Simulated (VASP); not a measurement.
Set up this calculation in VASP 6.6.1, as the native input.

```
Task                   : single point
Functional             : PBE
Potentials or basis    : VASP PAW PBE potentials, release 64 (Al, N)
Cutoff                 : 520 eV
k mesh                 : 9 × 9 × 6
Occupations            : gaussian, width 0.05 eV
Spin                   : no spin polarisation
Dipole correction      : no
Further INCAR settings : ALGO = Normal; EDIFF = 1e-06; NBANDS = 16
```

The structure of AlN lies in POSCAR:

```
AlN
1.0
    3.1110021516      0.0000000000      0.0000000000
   -1.5555010758      2.6942068945      0.0000000000
    0.0000000000      0.0000000000      4.9780000000
Al N
2 2
Direct
    0.3333333333      0.6666666667      0.0000000000
    0.6666666667      0.3333333333      0.5000000000
    0.2626055240      0.6313027620      0.3972005471
    0.5959388574      0.2979694287      0.8972005471
```

This cell differs from its parent crystal: all N atoms moved +0.200 Å, as atom 3 towards its neighbour atom 2 (Al) at 1.885 Å.

These files were run (other wordings do the same):

INCAR

```
PREC     = Accurate       # precision mode
ENCUT    = 520            # plane-wave cutoff, eV
EDIFF    = 1E-6           # SCF threshold, eV
ISMEAR   = 0              # smearing method
SIGMA    = 0.05           # smearing width, eV
LREAL    = F              # projectors in reciprocal space
LASPH    = T              # aspherical terms in the spheres
NELM     = 100            # most SCF steps
ALGO     = Normal         # electronic algorithm
ISIF     = 2              # what is computed and relaxed
LWAVE    = F              # write WAVECAR
LCHARG   = F              # write CHGCAR
GGA      = PE             # functional
NBANDS   = 16             # bands
```

KPOINTS

```
Automatic mesh
0
Gamma
  9 9 6
```

Potentials or basis: VASP PAW PBE potentials, release 64 (Al, N).

Run with:

```sh
$ cat potpaw_PBE.64/Al/POTCAR potpaw_PBE.64/N/POTCAR > POTCAR
$ mpirun -np 1 vasp_std > vasp.out
```

Results of the run:

| Property | Result |
| --- | --- |
| Pressure | 9.7 GPa |
| Largest force | 4.972 eV/Å |
| Band gap on the k mesh | 3.81 eV |

Caveat: the cell differs from its parent crystal (all N atoms moved +0.200 Å, as atom 3 towards its neighbour atom 2 (Al) at 1.885 Å); the cell stands under pressure; forces of over 1 eV/Å act on the atoms, so gaps and moduli don't describe the material at rest.

It took 52 s on 1 thread of Intel(R) Xeon(R) Platinum 8488C (Sapphire Rapids) (shared host), peak memory 0.2 GiB.
